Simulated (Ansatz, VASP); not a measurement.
SiAs4: VASP beside Ansatz

```xyz
5
Lattice="3.5491 0.0000 0.0000 -1.7745 3.0736 0.0000 0.0000 0.0000 9.5482" Properties=species:S:1:pos:R:3 pbc="T T T"
Si    0.0000    0.0000    0.0000
As    0.0000    2.0491    8.0447
As    0.0000    2.0491    4.0449
As    1.7745    1.0245    1.5036
As    1.7745    1.0245    5.5034
```

Change from the starting cell: species swapped into the Co4H type (P-3m1, No. 164).

Alike in both runs: functional PBE; k mesh 6 × 6 × 2; occupations gaussian, width 0.1 eV; no spin polarisation.

Ansatz relaxed the structure, and its values are those at the end. VASP's run is a single point on that final structure, the one shown.

|  | VASP | Ansatz |
| --- | --- | --- |
| version | VASP 6.6.1 | Ansatz 0.2.0 |
| potentials or method | VASP PAW PBE potentials, release 64 (Si, As), cutoff 520 eV | scalar-relativistic, plane waves, PAW |
| valence electrons in the cell | 24 | 64 |

Ansatz gave:

| Quantity | Value |
| --- | --- |
| gap on the k mesh at the Fermi level (eV) | none |
| pressure (GPa) | 0.1 |
| rms of the force components (eV/Å) | 0.007 |

Which values does VASP return?

gap on the k mesh at the Fermi level (eV): none; pressure (GPa): 0.3; rms of the force components (eV/Å): 0.030.

A gap of «none» marks a metal or a gap that the smearing closes. VASP's potentials hold 24 valence electrons a cell and Ansatz's 64, so a difference there can come from the potentials and not from the codes.
